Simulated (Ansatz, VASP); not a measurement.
# One calculation of Zn3F, two programs

```
Zn F
1.0
    -1.94785    1.94785    3.90192
     1.94785   -1.94785    3.90192
     1.94785    1.94785   -3.90192
Zn F
3 1
Cartesian
  0.0000 0.0000 3.9019
  0.0000 1.9479 1.9510
  1.9479 0.0000 1.9510
  0.0000 0.0000 0.0000
```

Change from the starting cell: species swapped into the FeNi3 type (I4/mmm, No. 139).

Alike in both runs: task single point; functional PBE; k mesh 6 × 6 × 6; occupations gaussian, width 0.1 eV; collinear spin.

|  | VASP | Ansatz |
| --- | --- | --- |
| version | VASP 6.6.1 | Ansatz 0.2.0 |
| potentials or method | VASP PAW PBE potentials, release 64 (Zn, F), cutoff 600 eV | scalar-relativistic, plane waves, PAW |
| valence electrons in the cell | 43 | 43 |

VASP gave:

- gap on the k mesh at the Fermi level (eV): none
- pressure (GPa): 0.4
- traceless stress, the component that is largest in VASP (GPa): 2.41
- net moment per atom (μB): 0.00

Problem. Which values does Ansatz return?

Solution. gap on the k mesh at the Fermi level (eV): none; pressure (GPa): 0.4; traceless stress, the component that is largest in VASP (GPa): 2.38; net moment per atom (μB): 0.00.

A gap of «none» marks a metal or a gap that the smearing closes. Ansatz's warnings: seeded moment not kept.

The k mesh is coarse, so the values compare programs but aren't converged.
